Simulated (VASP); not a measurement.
# As in VASP: a series of runs

The runs below take As through single point, with LDA.

Everything below comes from runs of VASP 6.6.1. Logs are shortened: lines on timing, memory, paths and dates and some standing lists are left out, and cuts for length are marked.

## Step 1: The cell of the first run

The cell holds a slab with vacuum, 2 atoms: a = 3.350 Å, b = 3.350 Å, c = 28.000 Å, α = 90.00°, β = 90.00°, γ = 120.00°.

## Step 2: Single point, LDA

INCAR

```
  PREC = Accurate
  ENCUT = 520
  EDIFF = 1E-6
  ISMEAR = 0
  SIGMA = 0.02
  LREAL = F
  LASPH = T
  NELM = 120
  ALGO = Normal
  ISIF = 2
  LWAVE = F
  LCHARG = F
  LDIPOL = T
  IDIPOL = 3
  DIPOL = 0.5 0.5 0.500
  NBANDS = 22
  GGA_COMPAT = F
  NELMDL = -8
```

KPOINTS

```
Automatic mesh
0
Gamma
  9 9 1
```

POSCAR

```
As
1.0
    3.3500000000      0.0000000000      0.0000000000
   -1.6750000000      2.9011851027      0.0000000000
    0.0000000000      0.0000000000     28.0000000000
As
2
Direct
    0.3333333333      0.6666666667      0.5317142857
    0.6666666667      0.3333333333      0.4682857143
```

Potentials or basis: VASP PAW LDA potentials, release 64 (As_d).

Run with:

```
> cat potpaw_LDA.64/As_d/POTCAR > POTCAR
> mpirun -np 1 vasp_std > vasp.out
```

OUTCAR:

```text
PREC = Accurate
   ENCUT = 520
   EDIFF = 1E-6
   ISMEAR = 0
   LREAL = F
   LASPH = T
   NELM = 120
   ISIF = 2
   NELMDL = -8

 ion  position               nearest neighbor table
   1  0.333  0.667  0.532-   2 2.63   2 2.63   2 2.63
   2  0.667  0.333  0.468-   1 2.63   1 2.63   1 2.63

  LATTYP: Found a hexagonal cell.
 ALAT       =     3.3500000000
 C/A-ratio  =     8.3582089552

  Lattice vectors:

 A1 = (   3.3500000000,   0.0000000000,   0.0000000000)
 A2 = (  -1.6750000000,   2.9011851027,   0.0000000000)
 A3 = (   0.0000000000,   0.0000000000,  28.0000000000)

Analysis of symmetry for initial positions (statically):
=====================================================================
 Subroutine PRICEL returns:
 Original cell was already a primitive cell.

 Routine SETGRP: Setting up the symmetry group for a
 hexagonal supercell.

 Subroutine GETGRP returns: Found 12 space group operations
 (whereof 12 operations were pure point group operations)
 out of a pool of 24 trial point group operations.

The static configuration has the point symmetry D_3d.

Analysis of symmetry for dynamics (positions and initial velocities):
=====================================================================
 Subroutine PRICEL returns:
 Original cell was already a primitive cell.

 Routine SETGRP: Setting up the symmetry group for a
 hexagonal supercell.

 Subroutine GETGRP returns: Found 12 space group operations
 (whereof 12 operations were pure point group operations)
 out of a pool of 24 trial point group operations.

The dynamic configuration has the point symmetry D_3d.

 Subroutine INISYM returns: Found 12 space group operations
 (whereof 12 operations are pure point group operations),
 and found     1 'primitive' translations

----------------------------------------------------------------------------------------

                                     Primitive cell

  volume of cell :     272.1312

  direct lattice vectors                    reciprocal lattice vectors
     3.350000000  0.000000000  0.000000000     0.298507463  0.172343364  0.000000000
    -1.675000000  2.901185103  0.000000000     0.000000000  0.344686728  0.000000000
     0.000000000  0.000000000 28.000000000     0.000000000  0.000000000  0.035714286

  length of vectors
     3.350000000  3.350000000 28.000000000     0.344686728  0.344686728  0.035714286

  position of ions in fractional coordinates (direct lattice)
     0.333333333  0.666666667  0.531714286
     0.666666667  0.333333333  0.468285714

  ion indices of the primitive-cell ions
   primitive index   ion index
                 1           1
                 2           2

----------------------------------------------------------------------------------------

 KPOINTS: Automatic mesh

Automatic generation of k-mesh.
 Grid dimensions read from file:
 generate k-points for:    9    9    1

 Generating k-lattice:

  Cartesian coordinates                     Fractional coordinates (reciprocal lattice)
     0.033167496  0.019149263  0.000000000     0.111111111 -0.000000000  0.000000000
     0.000000000  0.038298525  0.000000000     0.000000000  0.111111111  0.000000000
     0.000000000  0.000000000  0.035714286     0.000000000  0.000000000  1.000000000

  Length of vectors
     0.038298525  0.038298525  0.035714286

  Shift w.r.t. Gamma in fractional coordinates (k-lattice)
     0.000000000  0.000000000  0.000000000

 Subroutine IBZKPT returns following result:
 ===========================================

 Found     12 irreducible k-points:

 Following reciprocal coordinates:
            Coordinates               Weight
  0.000000  0.000000  0.000000      1.000000
  0.111111  0.000000  0.000000      6.000000
  0.222222  0.000000  0.000000      6.000000
  0.333333  0.000000  0.000000      6.000000
  0.444444  0.000000  0.000000      6.000000
  0.111111  0.111111  0.000000      6.000000
  0.222222  0.111111  0.000000     12.000000
  0.333333  0.111111  0.000000     12.000000
  0.444444  0.111111  0.000000      6.000000
  0.222222  0.222222  0.000000      6.000000
  0.333333  0.222222  0.000000     12.000000
  0.333333  0.333333  0.000000      2.000000
   k-points           NKPTS =     12   k-points in BZ     NKDIM =     12   number of bands    NBANDS=     22
   number of dos      NEDOS =    301   number of ions     NIONS =      2
   total plane-waves  NPLWV = 164640
   dimension x,y,z NGX =    28 NGY =   28 NGZ =  210
   dimension x,y,z NGXF=    56 NGYF=   56 NGZF=  420
   ions per type =               2
   NGX,Y,Z   is equivalent  to a cutoff of  13.90, 13.90, 12.47 a.u.
   NGXF,Y,Z  is equivalent  to a cutoff of  27.79, 27.79, 24.94 a.u.
 SYSTEM =  unknown system
   PREC   = accura    normal or accurate (medium, high low for compatibility)
   ISTART =      0    job   : 0-new  1-cont  2-samecut
   ICHARG =      2    charge: 1-file 2-atom 10-const
   ISPIN  =      1    spin polarized calculation?
   LNONCOLLINEAR =      F non collinear calculations
   LSORBIT =      F    spin-orbit coupling
   LASPH  =      T    aspherical Exc in radial PAW
   ENCUT  =  520.0 eV  38.22 Ry    6.18 a.u.   6.23  6.23 52.06*2*pi/ulx,y,z
   NELM   =    120;   NELMIN=  2; NELMDL= -8     # of ELM steps
   EDIFF  = 0.1E-05   stopping-criterion for ELM
   LREAL  =      F    real-space projection
   EDIFFG = 0.1E-04   stopping-criterion for IOM
   NSW    =      0    number of steps for IOM
   IBRION =     -1    ionic relax: 0-MD 1-quasi-New 2-CG
   NFREE  =      0    steps in history (QN), initial steepest desc. (CG)
   ISIF   =      2    stress and relaxation
   ISYM   =      2    0-nonsym 1-usesym 2-fastsym
   POTIM  = 0.5000    time-step for ionic-motion
   TEBEG  =    0.0;   TEEND  =   0.0 temperature during run
   PSTRESS=    0.0 pullay stress
   NELECT =      30.0000    total number of electrons
   NUPDOWN=      -1.0000    fix difference up-down
   EMIN   =  10.00;   EMAX   =-10.00  energy-range for DOS
   EFERMI =   0.00;   METHOD = LEGACY
   ISMEAR =     0;   SIGMA  =   0.02  broadening in eV -4-tet -1-fermi 0-gaus
   EFERMI_NEDOS =   21; number of points for ismear=-14 and -15
   IALGO  =     38    algorithm
   IMIX   =      4    mixing-type and parameters
     AMIX     =   0.40;   BMIX     =  1.00
     AMIX_MAG =   1.60;   BMIX_MAG =  1.00
  volume/ion in A,a.u.               =     136.07       918.22
  Fermi-wavevector in a.u.,A,eV,Ry     =   0.784975  1.483388  8.383716  0.616186
  Thomas-Fermi vector in A             =   1.889217
   LORBIT       =      0    0 simple, 1 ext, 2 COOP (PROOUT), +10 PAW based schemes
   GGA     = CA    functional components
   LHFCALC =     F    Hartree Fock is set to
   AEXX    =    0.0000 exact exchange contribution
   IVDW    =     0    specifies the selected vdW correction
   LEPSILON=     F    determine dielectric tensor
   LRPA    =     F    only Hartree local field effects (RPA)
 non-spin polarized calculation
 Gauss-broadening in eV      SIGMA  =   0.02
  energy-cutoff  :      520.00
  volume of cell :      272.13
 maximum number of plane-waves:      7365
 NGX is ok and might be reduce to    28
   NGX = 13   NGY = 13   NGZ =105

 number of electron      29.9999999 magnetization

 dipolmoment           0.000000      0.000000     -0.000000 electrons x Angstroem

 Free energy of the ion-electron system (eV)
  ---------------------------------------------------
  ext. energy  EPLUGINS =         0.00000000
  ---------------------------------------------------
  free energy    TOTEN  =        -9.78184056 eV

  energy without entropy =       -9.78184056  energy(sigma->0) =       -9.78184056

 E-fermi :  -2.8997     XC(G=0):  -2.2684

 val. band max:       -3.0409466489   @ k =   0.3333   0.0000   0.0000
 cond. band min:      -2.8088781631   @ k =   0.3333   0.2222   0.0000
 fundamental gap:      0.2320684857
 Fermi energy:        -2.8997149483

 k-point     1 :       0.0000    0.0000    0.0000
  band No.  band energies     occupation
      1     -39.2600      2.00000
      2     -39.2600      2.00000
      3     -39.2337      2.00000
      4     -39.2337      2.00000
      5     -39.2278      2.00000
      6     -39.1998      2.00000
[... 14 lines left out ...]
     21       1.3554      0.00000
     22       1.7880      0.00000

 k-point     2 :       0.1111    0.0000    0.0000
  band No.  band energies     occupation
      1     -39.2595      2.00000
      2     -39.2589      2.00000
      3     -39.2340      2.00000
      4     -39.2319      2.00000
      5     -39.2253      2.00000
      6     -39.2003      2.00000
[... 14 lines left out ...]
     21       1.5825      0.00000
     22       2.1160      0.00000

 k-point     3 :       0.2222    0.0000    0.0000
  band No.  band energies     occupation
      1     -39.2583      2.00000
      2     -39.2553      2.00000
      3     -39.2349      2.00000
      4     -39.2268      2.00000
      5     -39.2184      2.00000
      6     -39.2024      2.00000
[... 14 lines left out ...]
     21       2.2319      0.00000
     22       2.5305      0.00000

 k-point     4 :       0.3333    0.0000    0.0000
  band No.  band energies     occupation
      1     -39.2571      2.00000
      2     -39.2496      2.00000
      3     -39.2353      2.00000
      4     -39.2200      2.00000
      5     -39.2114      2.00000
      6     -39.2064      2.00000
[... 14 lines left out ...]
     21       3.1861      0.00000
     22       3.4283      0.00000

 k-point     5 :       0.4444    0.0000    0.0000
  band No.  band energies     occupation
      1     -39.2565      2.00000
      2     -39.2451      2.00000
      3     -39.2327      2.00000
      4     -39.2185      2.00000
      5     -39.2136      2.00000
      6     -39.2068      2.00000
[... 117 lines left out ...]
 k-point    10 :       0.2222    0.2222    0.0000
  band No.  band energies     occupation
      1     -39.2578      2.00000
      2     -39.2447      2.00000
      3     -39.2317      2.00000
      4     -39.2218      2.00000
      5     -39.2124      2.00000
      6     -39.2044      2.00000
[... 14 lines left out ...]
     21       3.9741      0.00000
     22       4.2091      0.00000

 k-point    11 :       0.3333    0.2222    0.0000
  band No.  band energies     occupation
      1     -39.2580      2.00000
      2     -39.2381      2.00000
      3     -39.2288      2.00000
      4     -39.2212      2.00000
      5     -39.2158      2.00000
      6     -39.2064      2.00000
[... 14 lines left out ...]
     21       5.1523      0.00000
     22       5.3226      0.00000

 k-point    12 :       0.3333    0.3333    0.0000
  band No.  band energies     occupation
      1     -39.2584      2.00000
      2     -39.2300      2.00000
      3     -39.2300      2.00000
      4     -39.2256      2.00000
      5     -39.2112      2.00000
      6     -39.2112      2.00000
[... 14 lines left out ...]
     21       5.5279      0.00000
     22       6.0100      0.00000

------------------------ aborting loop because EDIFF is reached ----------------------------------------

 vacuum level on the upper side and lower side of the slab       (xc-potential included)        -0.007        -0.007

  FORCE on cell =-STRESS in cart. coord.  units (eV):
  Direction    XX          YY          ZZ          XY          YZ          ZX
  --------------------------------------------------------------------------------------
  -------------------------------------------------------------------------------------
  Total       -0.3450473     -0.3450473     -4.9195055      0.0000000      0.0000000      0.0000000
  in kB       -2.0314724     -2.0314724    -28.9636810      0.0000000      0.0000000      0.0000000
  external PRESSURE =     -11.0088753 kB  Pullay stress =       0.0000000 kB

 VOLUME and BASIS-vectors are now :
 -----------------------------------------------------------------------------
  energy-cutoff  :      520.00
  volume of cell :      272.13
      direct lattice vectors                 reciprocal lattice vectors
     3.350000000  0.000000000  0.000000000     0.298507463  0.172343364  0.000000000
    -1.675000000  2.901185103  0.000000000     0.000000000  0.344686728  0.000000000
     0.000000000  0.000000000 28.000000000     0.000000000  0.000000000  0.035714286

 POSITION                                       TOTAL-FORCE (eV/Angst)
 -----------------------------------------------------------------------------------
     -0.00000      1.93412     14.88800         0.000000     -0.000000     -2.767405
      1.67500      0.96706     13.11200        -0.000000      0.000000      2.767405
 -----------------------------------------------------------------------------------
    total drift:                                0.000000      0.000000     -0.000000

  FREE ENERGIE OF THE ION-ELECTRON SYSTEM (eV)
  ---------------------------------------------------
  free  energy   TOTEN  =        -9.7818405641 eV

  energy  without entropy=       -9.7818405641  energy(sigma->0) =       -9.78184056

 vacuum level on the upper side and lower side of the slab         1.250         1.250
```

It took 70 s on 1 thread of Intel Xeon 6975P-C (Granite Rapids), shared host; peak memory 0.31 GiB.

What came out:

- Free energy: -9.7818 eV
- Largest force: 2.767 eV/Å
- Band gap on the k mesh: zero (band 15 reaches -1.97 eV, above the bottom of band 16 at -3.40 eV)

Forces in eV/Å, atoms in the order of the input:
```
As   0.000  0.000 -2.767
As   0.000  0.000  2.767
```

Levels at points of the mesh, in eV from the Fermi level:
```csv
k point,band 13,band 14,band 15,band 16,band 17,band 18
"(0.00, 0.00, 0.00)",-3.16,0.93,0.93,1.77,3.33,3.33
```

## Step 3: Single point, LDA

This run uses another cell than the first one, of 145.40 Å³/atom, 1.069 times its volume.

INCAR

```
ALGO     = Normal         # electronic algorithm
DIPOL    = 0.5 0.5 0.500
EDIFF    = 1E-6           # SCF threshold, eV
ENCUT    = 520            # plane-wave cutoff, eV
GGA      = CA             # functional
GGA_COMPAT= F            
IDIPOL   = 3            
ISIF     = 2              # what is computed and relaxed
ISMEAR   = 0              # smearing method
LASPH    = T              # aspherical terms in the spheres
LCHARG   = F              # write CHGCAR
LDIPOL   = T            
LREAL    = F              # projectors in reciprocal space
LWAVE    = F              # write WAVECAR
NBANDS   = 22             # bands
NELM     = 120            # most SCF steps
NELMDL   = -8           
PREC     = Accurate       # precision mode
SIGMA    = 0.02           # smearing width, eV
```

KPOINTS

```
k-points
0
Gamma
  9 9 1
```

POSCAR

```
As
1.0
    3.4630000000      0.0000000000      0.0000000000
   -1.7315000000      2.9990459733      0.0000000000
    0.0000000000      0.0000000000     28.0000000000
As
2
Direct
    0.3333333333      0.6666666667      0.5317142857
    0.6666666667      0.3333333333      0.4682857143
```

Potentials or basis: VASP PAW LDA potentials, release 64 (As_d).

Run with:

```
> cat potpaw_LDA.64/As_d/POTCAR > POTCAR
> mpirun -np 1 vasp_std > vasp.out
```

Wall time 2 min (1 thread of Intel Xeon 6975P-C (Granite Rapids), shared host); peak memory 0.32 GiB.

Results (log left out):

| Quantity | Value |
| --- | --- |
| Free energy | -9.7092 eV |
| Largest force | 2.892 eV/Å |
| Band gap on the k mesh | zero (band 15 reaches -2.53 eV, above the bottom of band 16 at -3.35 eV) |

Forces on the atoms (eV/Å):
```
As   0.000  0.000 -2.892
As   0.000  0.000  2.892
```

Levels at points of the mesh, in eV from the Fermi level:
```csv
k point,band 12,band 13,band 14,band 15,band 16,band 17,band 18,band 19
"(0.00, 0.00, 0.00)",-9.52,-2.87,0.49,0.49,1.51,2.84,2.84,3.86
```

## Step 4: Single point, LDA

This run uses another cell than the first one, of 131.55 Å³/atom, 0.967 times its volume.

INCAR

```
SYSTEM = As
ALGO = Normal
DIPOL = 0.5 0.5 0.500
EDIFF = 1E-6
ENCUT = 520
GGA = CA
GGA_COMPAT = .False.
IDIPOL = 3
ISIF = 2
ISMEAR = 0
LASPH = .True.
LCHARG = .False.
LDIPOL = .True.
LREAL = .False.
LWAVE = .False.
NBANDS = 22
NELM = 120
NELMDL = -8
PREC = Accurate
SIGMA = 0.02
```

KPOINTS

```
k-points
0
Gamma
  9 9 1
  0 0 0
```

POSCAR

```
As
1.0
    3.2940000000      0.0000000000      0.0000000000
   -1.6470000000      2.8526876801      0.0000000000
    0.0000000000      0.0000000000     28.0000000000
As
2
Direct
    0.3333333333      0.6666666667      0.5264285714
    0.6666666667      0.3333333333      0.4735714286
```

Run with:

```
> cat potpaw_LDA.64/As_d/POTCAR > POTCAR
> mpirun -np 1 vasp_std > vasp.out
```

It took 76 s on 1 thread of Intel Xeon Platinum 8259CL at 2.50GHz (Skylake/Cascade Lake), shared host; peak memory 0.28 GiB.

The run converged. Its results:

```yaml
Free_energy: -10.2430 eV
Largest_force: 0.365 eV/Å
Band_gap_on_the_k_mesh: 0.02 eV, indirect (least direct gap 2.31 eV)
```

Forces on the atoms (eV/Å):
```
As   0.000  0.000 -0.365
As   0.000  0.000  0.365
```

Levels at points of the mesh, in eV from the valence-band top:
```csv
k point,band 13,band 14,band 15,band 16,band 17,band 18
"(0.00, 0.00, 0.00)",-2.77,0.00,0.00,2.31,3.40,3.40
```

## Step 5: Summary

| cell | gap on the mesh (eV) | largest force (eV/Å) |
| --- | --- | --- |
| a = 3.350, b = 3.350, c = 28.000 Å, angles 90.0, 90.0, 120.0°, 2 atoms | none | 2.77 |
| a = 3.463, b = 3.463, c = 28.000 Å, angles 90.0, 90.0, 120.0°, 2 atoms | none | 2.89 |
| a = 3.294, b = 3.294, c = 28.000 Å, angles 90.0, 90.0, 120.0°, 2 atoms | 0.02 | 0.37 |

Alike in all rows: task single point; level LDA; potentials or basis VASP PAW LDA potentials, release 64 (As_d); no spin polarisation; k mesh 9 × 9 × 1; cutoff (eV) 520; smearing gaussian 0.02 eV.

Total energies depend on the potentials used, so only differences within one code and one set of settings carry meaning.
